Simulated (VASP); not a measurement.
# Mo2F3 (P-4m2) in VASP: notebook

Mo2F3 is run at these levels: PBE; tasks: single point.

All numbers are computed with VASP 6.6.1; they aren't measurements. Logs are shortened: lines on timing, memory, paths and dates and some standing lists are left out, and cuts for length are marked.

## Step 1: The cell of the first run

It takes space group P-4m2 (No. 115, tetragonal). The conventional cell has a = 2.588 Å, b = 2.588 Å, c = 9.996 Å, α = 90.00°, β = 90.00°, γ = 90.00°. Mo (site symmetry 2mm) has 6 F at 2.34 to 2.37 Å and 4 Mo at 2.59 Å within 3.1 Å. F (site symmetry 2mm) has 4 Mo at 2.37 Å and 4 F at 2.59 Å within 3.1 Å. Within 3.1 Å of F (site symmetry -4m2) lie 4 Mo at 2.34 Å and 4 F at 2.59 Å.

The cell was built from a structure type or drawn by symmetry, and may not be a known phase.

## Step 2: Single point, PBE

INCAR reads:

```
PREC = Accurate ; ENCUT = 520
EDIFF = 1E-6 ; ISMEAR = 0
SIGMA = 0.1 ; LREAL = False
LASPH = True ; NELM = 60
ALGO = Normal ; ISIF = 2
LWAVE = False ; LCHARG = True
GGA = PE ; LELF = True
LVHAR = True ; NBANDS = 32
```

KPOINTS reads:

```
regular mesh
0
Gamma
  14 14 4
```

POSCAR reads:

```
Mo2F3
1.0
    2.5876901724      0.0000000000      0.0000000000
    0.0000000000      2.5876901724      0.0000000000
    0.0000000000      0.0000000000      9.9958393586
Mo F
2 3
Direct
    0.5000000000      0.0000000000      0.1953023224
    0.0000000000      0.5000000000      0.8046976776
    0.0000000000      0.5000000000      0.3463794345
    0.5000000000      0.0000000000      0.6536205655
    0.5000000000      0.5000000000      0.0000000000
```

Potentials or basis: VASP PAW PBE potentials, release 64 (Mo_sv, F).

Command:

```bash
> cat potpaw_PBE.64/Mo_sv/POTCAR potpaw_PBE.64/F/POTCAR > POTCAR
> mpirun -np 1 vasp_std > vasp.out
```

OUTCAR:

```text
PREC = Accurate
   ENCUT = 520
   EDIFF = 1E-6
   ISMEAR = 0
   LREAL = False
   LASPH = True
   NELM = 60
   ISIF = 2
   GGA = PE

 ion  position               nearest neighbor table
   1  0.500  0.000  0.195-   5 2.34   5 2.34   3 2.37   3 2.37   3 2.37   3 2.37
   2  0.000  0.500  0.805-   5 2.34   5 2.34   4 2.37   4 2.37   4 2.37   4 2.37
   3  0.000  0.500  0.346-   1 2.37   1 2.37   1 2.37   1 2.37
   4  0.500  0.000  0.654-   2 2.37   2 2.37   2 2.37   2 2.37
   5  0.500  0.500  0.000-   1 2.34   2 2.34   1 2.34   2 2.34

  LATTYP: Found a simple tetragonal cell.
 ALAT       =     2.5876901724
 C/A-ratio  =     3.8628424165

  Lattice vectors:

 A1 = (   2.5876901724,   0.0000000000,   0.0000000000)
 A2 = (   0.0000000000,   2.5876901724,   0.0000000000)
 A3 = (   0.0000000000,   0.0000000000,   9.9958393586)

Analysis of symmetry for initial positions (statically):
=====================================================================
 Subroutine PRICEL returns:
 Original cell was already a primitive cell.

 Routine SETGRP: Setting up the symmetry group for a
 simple tetragonal supercell.

 Subroutine GETGRP returns: Found  8 space group operations
 (whereof  8 operations were pure point group operations)
 out of a pool of 16 trial point group operations.

The static configuration has the point symmetry D_2d.

Analysis of symmetry for dynamics (positions and initial velocities):
=====================================================================
 Subroutine PRICEL returns:
 Original cell was already a primitive cell.

 Routine SETGRP: Setting up the symmetry group for a
 simple tetragonal supercell.

 Subroutine GETGRP returns: Found  8 space group operations
 (whereof  8 operations were pure point group operations)
 out of a pool of 16 trial point group operations.

The dynamic configuration has the point symmetry D_2d.

 Subroutine INISYM returns: Found  8 space group operations
 (whereof  8 operations are pure point group operations),
 and found     1 'primitive' translations

----------------------------------------------------------------------------------------

                                     Primitive cell

  volume of cell :      66.9335

  direct lattice vectors                    reciprocal lattice vectors
     2.587690172  0.000000000  0.000000000     0.386445028  0.000000000  0.000000000
     0.000000000  2.587690172  0.000000000     0.000000000  0.386445028  0.000000000
     0.000000000  0.000000000  9.995839359     0.000000000  0.000000000  0.100041624

  length of vectors
     2.587690172  2.587690172  9.995839359     0.386445028  0.386445028  0.100041624

  position of ions in fractional coordinates (direct lattice)
     0.500000000  0.000000000  0.195302322
     0.000000000  0.500000000  0.804697678
     0.000000000  0.500000000  0.346379435
     0.500000000  0.000000000  0.653620565
     0.500000000  0.500000000  0.000000000

  ion indices of the primitive-cell ions
   primitive index   ion index
                 1           1
                 2           2
                 3           3
                 4           4
                 5           5

----------------------------------------------------------------------------------------

 KPOINTS: regular mesh

Automatic generation of k-mesh.
 Grid dimensions read from file:
 generate k-points for:   14   14    4

 Generating k-lattice:

  Cartesian coordinates                     Fractional coordinates (reciprocal lattice)
     0.027603216  0.000000000  0.000000000     0.071428571  0.000000000  0.000000000
     0.000000000  0.027603216  0.000000000     0.000000000  0.071428571  0.000000000
     0.000000000  0.000000000  0.025010406     0.000000000  0.000000000  0.250000000

  Length of vectors
     0.027603216  0.027603216  0.025010406

  Shift w.r.t. Gamma in fractional coordinates (k-lattice)
     0.000000000  0.000000000  0.000000000

 Subroutine IBZKPT returns following result:
 ===========================================

 Found    108 irreducible k-points:

 Following reciprocal coordinates:
            Coordinates               Weight
  0.000000  0.000000  0.000000      1.000000
  0.071429  0.000000  0.000000      4.000000
  0.142857  0.000000  0.000000      4.000000
  0.214286  0.000000  0.000000      4.000000
  0.285714  0.000000  0.000000      4.000000
  0.357143  0.000000  0.000000      4.000000
[... 16 lines left out ...]
  0.285714  0.214286  0.000000      8.000000
  0.357143  0.214286  0.000000      8.000000
 [... further k-points ...]
   k-points           NKPTS =    108   k-points in BZ     NKDIM =    108   number of bands    NBANDS=     32
   number of dos      NEDOS =    301   number of ions     NIONS =      5
   total plane-waves  NPLWV =  32000
   dimension x,y,z NGX =    20 NGY =   20 NGZ =   80
   dimension x,y,z NGXF=    40 NGYF=   40 NGZF=  160
   ions per type =               2   3
[... 49 lines left out ...]
   NGX =  9   NGY =  9   NGZ = 37

 number of electron      49.0000003 magnetization

 Free energy of the ion-electron system (eV)
  ---------------------------------------------------
  ext. energy  EPLUGINS =         0.00000000
  ---------------------------------------------------
  free energy    TOTEN  =       -31.19268938 eV

  energy without entropy =      -31.17187787  energy(sigma->0) =      -31.18228363

 E-fermi :   6.3789     XC(G=0): -10.8995

 val. band max:        6.3670339293   @ k =   0.4286   0.2143   0.0000
 cond. band min:       6.4060049593   @ k =   0.3571   0.2857   0.0000
 fundamental gap:      0.0389710300
 Fermi energy:         6.3788913599

 k-point     1 :       0.0000    0.0000    0.0000
  band No.  band energies     occupation
      1     -55.5889      2.00000
      2     -55.5883      2.00000
      3     -29.8534      2.00000
      4     -29.8161      2.00000
      5     -28.8544      2.00000
      6     -28.8544      2.00000
[... 24 lines left out ...]
     31       9.5648      0.00000
     32       9.5686      0.00000

 k-point     2 :       0.0714    0.0000    0.0000
  band No.  band energies     occupation
      1     -55.5790      2.00000
      2     -55.5784      2.00000
      3     -29.8421      2.00000
      4     -29.8058      2.00000
      5     -28.9370      2.00000
      6     -28.8476      2.00000
[... 24 lines left out ...]
     31       9.3959      0.00000
     32       9.3982      0.00000

 k-point     3 :       0.1429    0.0000    0.0000
  band No.  band energies     occupation
      1     -55.5513      2.00000
      2     -55.5504      2.00000
      3     -29.8105      2.00000
      4     -29.7768      2.00000
      5     -29.1641      2.00000
      6     -29.0375      2.00000
[... 24 lines left out ...]
     31       8.9729      0.00000
     32       9.5255      0.00000

 k-point     4 :       0.2143    0.0000    0.0000
  band No.  band energies     occupation
      1     -55.5110      2.00000
      2     -55.5095      2.00000
      3     -29.7646      2.00000
      4     -29.7347      2.00000
      5     -29.4822      2.00000
      6     -29.3505      2.00000
[... 24 lines left out ...]
     31       8.5670      0.00000
     32       9.8452      0.00000

 k-point     5 :       0.2857    0.0000    0.0000
  band No.  band energies     occupation
      1     -55.4659      2.00000
      2     -55.4636      2.00000
      3     -29.8252      2.00000
      4     -29.7205      2.00000
      5     -29.6923      2.00000
      6     -29.6718      2.00000
[... 584 lines left out ...]
     31      12.6904      0.00000
     32      13.1859      0.00000

 k-point    22 :       0.2143    0.2143    0.0000
  band No.  band energies     occupation
      1     -55.4332      2.00000
      2     -55.4328      2.00000
      3     -29.6809      2.00000
      4     -29.6590      2.00000
      5     -29.4194      2.00000
      6     -29.4139      2.00000
[... 24 lines left out ...]
     31       9.7198      0.00000
     32      10.7850      0.00000

 k-point    23 :       0.2857    0.2143    0.0000
  band No.  band energies     occupation
      1     -55.3886      2.00000
      2     -55.3877      2.00000
      3     -29.7472      2.00000
      4     -29.6369      2.00000
      5     -29.6197      2.00000
      6     -29.5997      2.00000
[... 24 lines left out ...]
     31      10.4393      0.00000
     32      11.2756      0.00000

 k-point    24 :       0.3571    0.2143    0.0000
  band No.  band energies     occupation
      1     -55.3482      2.00000
      2     -55.3466      2.00000
      3     -30.0369      2.00000
      4     -29.8959      2.00000
      5     -29.5885      2.00000
      6     -29.5728      2.00000
[... 24 lines left out ...]
     31      11.4329      0.00000
     32      12.0372      0.00000

 [... further k-points ...]

------------------------ aborting loop because EDIFF is reached ----------------------------------------

  FORCE on cell =-STRESS in cart. coord.  units (eV):
  Direction    XX          YY          ZZ          XY          YZ          ZX
  --------------------------------------------------------------------------------------
  -------------------------------------------------------------------------------------
  Total        0.0810612      0.0810612      0.0565509      0.0000000     -0.0000000      0.0000000
  in kB        1.9403481      1.9403481      1.3536492      0.0000000     -0.0000000      0.0000000
  external PRESSURE =       1.7447818 kB  Pullay stress =       0.0000000 kB

 VOLUME and BASIS-vectors are now :
 -----------------------------------------------------------------------------
  energy-cutoff  :      520.00
  volume of cell :       66.93
      direct lattice vectors                 reciprocal lattice vectors
     2.587690172  0.000000000  0.000000000     0.386445028  0.000000000  0.000000000
     0.000000000  2.587690172  0.000000000     0.000000000  0.386445028  0.000000000
     0.000000000  0.000000000  9.995839359     0.000000000  0.000000000  0.100041624

 POSITION                                       TOTAL-FORCE (eV/Angst)
 -----------------------------------------------------------------------------------
      1.29385      0.00000      1.95221         0.000000     -0.000000     -0.009943
      0.00000      1.29385      8.04363         0.000000      0.000000      0.009943
      0.00000      1.29385      3.46235        -0.000000     -0.000000      0.031798
      1.29385      0.00000      6.53349        -0.000000     -0.000000     -0.031798
      1.29385      1.29385      0.00000         0.000000     -0.000000      0.000000
 -----------------------------------------------------------------------------------
    total drift:                                0.000000      0.000000     -0.000000

  FREE ENERGIE OF THE ION-ELECTRON SYSTEM (eV)
  ---------------------------------------------------
  free  energy   TOTEN  =       -31.1926893815 eV

  energy  without entropy=      -31.1718778726  energy(sigma->0) =      -31.18228363
```

Run time: 1.7 min. Hardware: 1 thread of Intel Xeon 6975P-C (Granite Rapids), shared host; peak memory 0.29 GiB.

What came out:

```yaml
Free_energy: -31.1927 eV
Pressure: 0.2 GPa
Largest_force: 0.032 eV/Å
Band_gap_on_the_k_mesh: zero (an odd number of electrons rules out a gap without spin polarisation)
```

Forces on the atoms (eV/Å):
```
Mo   0.000  0.000 -0.010
Mo   0.000  0.000  0.010
F    0.000  0.000  0.032
F    0.000  0.000 -0.032
F    0.000  0.000  0.000
```

Caveat: an odd number of electrons without spin polarisation forces a metal; a magnetic or distorted state may lie lower.

## Step 3: Single point, PBE, collinear spin

This run uses another cell than the first one, of 12.95 Å³/atom.

INCAR reads:

```
PREC = Accurate
ENCUT = 520
EDIFF = 1E-6
ISMEAR = 0
SIGMA = 0.1
LREAL = False
LASPH = True
NELM = 150
ALGO = Normal
ISIF = 2
LWAVE = False
LCHARG = False
ISPIN = 2
MAGMOM = 1 1 0 0 0
LORBIT = 11
LMAXMIX = 4
GGA = PE
NBANDS = 36
```

KPOINTS reads:

```
Automatic mesh
0
Gamma
  6 6 4
```

POSCAR reads:

```
Mo2F3
1.0
    2.5681224314      0.0000000000      0.0000000000
    0.0000000000      2.5681224314      0.0000000000
    0.0000000000      0.0000000000      9.8212917794
Mo F
2 3
Direct
    0.5000000000      0.0000000000      0.1997990756
    0.0000000000      0.5000000000      0.8002009244
    0.0000000000      0.5000000000      0.3556738662
    0.5000000000      0.0000000000      0.6443261338
    0.5000000000      0.5000000000      0.0000000000
```

Potentials or basis: VASP PAW PBE potentials, release 64 (Mo_sv, F).

Command:

```bash
> cat potpaw_PBE.64/Mo_sv/POTCAR potpaw_PBE.64/F/POTCAR > POTCAR
> mpirun -np 1 vasp_std > vasp.out
```

Run time: 85 s. Hardware: 1 thread of Intel Xeon 6975P-C (Granite Rapids), shared host; peak memory 0.26 GiB.

It converged, with:

```yaml
Free_energy: -31.3592 eV
Pressure: 0.3 GPa
Largest_force: 0.031 eV/Å
Net_moment: 0.00 μB per cell
Valence_electrons_inside_the_program's_atomic_spheres: Mo 12.36; F 6.04, 6.05 (each value once)
```

Forces in eV/Å, atoms in the order of the input:
```
Mo   0.000  0.000 -0.004
Mo   0.000  0.000  0.004
F    0.000  0.000  0.031
F    0.000  0.000 -0.031
F    0.000  0.000  0.000
```

Stress tensor (GPa, compression positive):
```
0.22 0.00 0.00
0.00 0.22 0.00
0.00 0.00 0.48
```

Levels at points of the mesh, in eV from the Fermi level:
Spin up:
```
           k point  band 21  band 22  band 23  band 24  band 25  band 26  band 27  band 28
(0.00, 0.00, 0.00)    -4.46    -4.46    -3.30    -3.05     0.39     1.87     1.87     2.15
(0.50, 0.00, 0.00)    -3.52    -3.39    -1.76    -0.75     0.53     0.53     1.93     1.94
(0.50, 0.50, 0.00)    -2.39    -2.39    -1.13    -0.71    -0.44     0.80     1.34     1.34
(0.00, 0.00, 0.50)    -4.44    -4.44    -3.26    -3.06     0.50     1.87     1.87     2.15
(0.50, 0.00, 0.50)    -3.51    -3.39    -1.77    -0.75     0.53     0.53     1.93     1.94
(0.50, 0.50, 0.50)    -2.40    -2.40    -1.09    -0.75    -0.41     0.77     1.35     1.35
```
Spin down:
```csv
k point,band 21,band 22,band 23,band 24,band 25,band 26,band 27,band 28
"(0.00, 0.00, 0.00)",-4.46,-4.46,-3.30,-3.05,0.39,1.87,1.87,2.15
"(0.50, 0.00, 0.00)",-3.52,-3.39,-1.76,-0.75,0.53,0.53,1.93,1.94
"(0.50, 0.50, 0.00)",-2.39,-2.39,-1.13,-0.71,-0.44,0.80,1.34,1.34
"(0.00, 0.00, 0.50)",-4.44,-4.44,-3.26,-3.06,0.50,1.87,1.87,2.15
"(0.50, 0.00, 0.50)",-3.51,-3.39,-1.77,-0.75,0.53,0.53,1.93,1.94
"(0.50, 0.50, 0.50)",-2.40,-2.40,-1.09,-0.75,-0.41,0.77,1.35,1.35
```

Caveat: the k points lie up to 0.41 Å⁻¹ apart.

## Step 4: Single point, PBE, collinear spin

This run uses another cell than the first one, of 13.03 Å³/atom.

INCAR reads:

```
SYSTEM = Mo2F3
PREC = Accurate
ENCUT = 520
EDIFF = 1E-7
ISMEAR = 0
SIGMA = 0.1
LREAL = .False.
LASPH = .True.
NELM = 150
ALGO = Normal
ISIF = 2
LWAVE = .False.
LCHARG = .True.
ISPIN = 2
MAGMOM = 1 1 0 0 0
LORBIT = 11
LMAXMIX = 4
GGA = PE
LELF = .True.
LVHAR = .True.
NBANDS = 36
```

KPOINTS reads:

```
regular mesh
0
Gamma
  6 6 4
  0 0 0
```

POSCAR reads:

```
Mo2F3
1.0
    3.1702159400      0.0000000000      0.0000000000
    0.0000000000      3.1702159400      0.0000000000
    0.0000000000      0.0000000000      6.4801096700
Mo F
2 3
Direct
    0.5000000000      0.0000000000      0.2621575700
    0.0000000000      0.5000000000      0.7378424300
    0.0000000000      0.5000000000      0.3652538100
    0.5000000000      0.0000000000      0.6347461900
    0.5000000000      0.5000000000      0.0000000000
```

Command:

```bash
> cat potpaw_PBE.64/Mo_sv/POTCAR potpaw_PBE.64/F/POTCAR > POTCAR
> mpirun -np 1 vasp_std > vasp.out
```

Wall time 65 s (1 thread of Intel Xeon 6975P-C (Granite Rapids), shared host); peak memory 0.24 GiB.

The run converged. Its results:

* Free energy: -28.6026 eV
* Pressure: 8.5 GPa
* Largest force: 1.164 eV/Å
* Net moment: 6.24 μB per cell
* Site moments: Mo +2.65; F +0.08, +0.06 (each value once) μB
* Valence electrons inside the program's atomic spheres: Mo 12.11; F 6.07, 6.06 (each value once)

Forces in eV/Å, atoms in the order of the input:
```
Mo   0.000  0.000 -1.164
Mo   0.000  0.000  1.164
F    0.000  0.000  0.150
F    0.000  0.000 -0.150
F    0.000  0.000  0.000
```

Stress tensor (GPa, compression positive):
```
9.11 0.00 0.00
0.00 9.11 0.00
0.00 0.00 7.32
```

Levels at points of the mesh, in eV from the Fermi level:
Spin up:
```csv
k point,band 25,band 26,band 27,band 28,band 29,band 30,band 31,band 32
"(0.00, 0.00, 0.00)",-0.74,-0.46,-0.43,-0.43,-0.32,0.09,0.09,3.56
"(0.50, 0.00, 0.00)",-0.77,-0.25,-0.21,-0.03,0.47,0.50,3.87,4.72
"(0.50, 0.50, 0.00)",-0.85,0.16,0.16,0.43,1.04,1.04,5.09,7.35
"(0.00, 0.00, 0.50)",-0.46,-0.46,-0.42,-0.36,0.06,0.12,0.12,0.73
"(0.50, 0.00, 0.50)",-0.71,-0.45,-0.19,0.35,0.41,0.67,3.57,4.66
"(0.50, 0.50, 0.50)",-0.68,0.19,0.24,0.24,1.05,1.05,5.63,7.00
```
Spin down:
```csv
k point,band 19,band 20,band 21,band 22,band 23,band 24
"(0.00, 0.00, 0.00)",-6.94,-6.94,-2.45,-1.49,-0.47,0.25
"(0.50, 0.00, 0.00)",-7.39,-6.84,-0.47,0.12,0.33,1.05
"(0.50, 0.50, 0.00)",-7.42,-7.42,-0.61,1.01,1.01,1.04
"(0.00, 0.00, 0.50)",-6.96,-6.96,-2.11,-1.87,0.15,0.48
"(0.50, 0.00, 0.50)",-7.17,-6.81,-0.35,0.17,0.25,0.84
"(0.50, 0.50, 0.50)",-7.08,-7.08,-0.40,0.67,0.90,0.90
```

Caveat: the cell stands under pressure; forces of over 1 eV/Å act on the atoms, so gaps and moduli don't describe the material at rest.

## Step 5: Summary

| spin | cell | k mesh | gap on the mesh (eV) | pressure (GPa) | moment (μB) | largest force (eV/Å) |
| --- | --- | --- | --- | --- | --- | --- |
| off | a = 2.588, b = 2.588, c = 9.996 Å, 5 atoms, atomic positions A | 14 × 14 × 4 | none | 0.2 | - | 0.03 |
| collinear | a = 2.568, b = 2.568, c = 9.821 Å, 5 atoms, atomic positions B | 6 × 6 × 4 | none | 0.3 | 0.00 | 0.03 |
| collinear | a = 3.170, b = 3.170, c = 6.480 Å, 5 atoms, atomic positions C | 6 × 6 × 4 | none | 8.5 | 6.24 | 1.16 |

Alike in all rows: task single point; level PBE; potentials or basis VASP PAW PBE potentials, release 64 (Mo_sv, F); cutoff (eV) 520; smearing gaussian 0.1 eV.

Caveats: some runs use coarse meshes; an odd number of electrons without spin polarisation forces a metal (at least some runs); a magnetic or distorted state may lie lower (at least some runs); the cell stands under pressure (at least some runs); forces of over 1 eV/Å act on the atoms, so gaps and moduli don't describe the material at rest (at least some runs).

Total energies depend on the potentials used, so only differences within one code and one set of settings carry meaning.
